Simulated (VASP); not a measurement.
# Hf: single point with PBEsol

Hf:

```
Hf
1.0
     3.19670   -0.04795   -0.04795
    -1.63988    2.79240   -0.01755
    -0.07587   -0.07587    5.05780
Hf
2
Direct
  0.33333 0.66667 0.25000
  0.66667 0.33333 0.75000
```

This cell differs from its parent crystal: equal xy, yz and zx shear strains of -3 %.

| Quantity | Value |
| --- | --- |
| Program | VASP 6.6.1 |
| Task | single point |
| Functional | PBEsol |
| Potentials or basis | VASP PAW PBE potentials, release 64 (Hf_pv) |
| Cutoff | 520 eV |
| k mesh | 13 × 13 × 7 |
| Occupations | fermi-dirac, width 0.05 eV |
| Spin | no spin polarisation |

```
Pressure               : -4.0 GPa
Largest force          : 0.082 eV/Å
Band gap on the k mesh : zero (bands 10 and 11 overlap by 1.35 eV)
```

Forces in eV/Å, atoms in the order of the input:
```
Hf   0.080  0.003  0.019
Hf  -0.080 -0.003 -0.019
```

Stress tensor (GPa, compression positive):
```
-3.98  2.05  1.54
 2.05 -3.93  1.52
 1.54  1.52 -4.21
```

Levels at points of the mesh, in eV from the Fermi level:
| k point | band 6 | band 7 | band 8 | band 9 | band 10 | band 11 | band 12 | band 13 | band 14 | band 15 |
| --- | --- | --- | --- | --- | --- | --- | --- | --- | --- | --- |
| (0.00, 0.00, 0.00) | -30.11 | -7.38 | -3.70 | 0.69 | 0.90 | 1.41 | 1.46 | 1.74 | 2.23 | 2.56 |

It took 6.3 min on 1 thread of Intel Xeon 8259CL, on a shared host, peak memory 0.46 GiB.

Caveat: the cell differs from its parent crystal (equal xy, yz and zx shear strains of -3 %); the cell stands under tension; the PAW data sets were made with another functional, which shifts forces and pressure a little; spin-orbit coupling is left out, which moves the levels of the heavy elements.
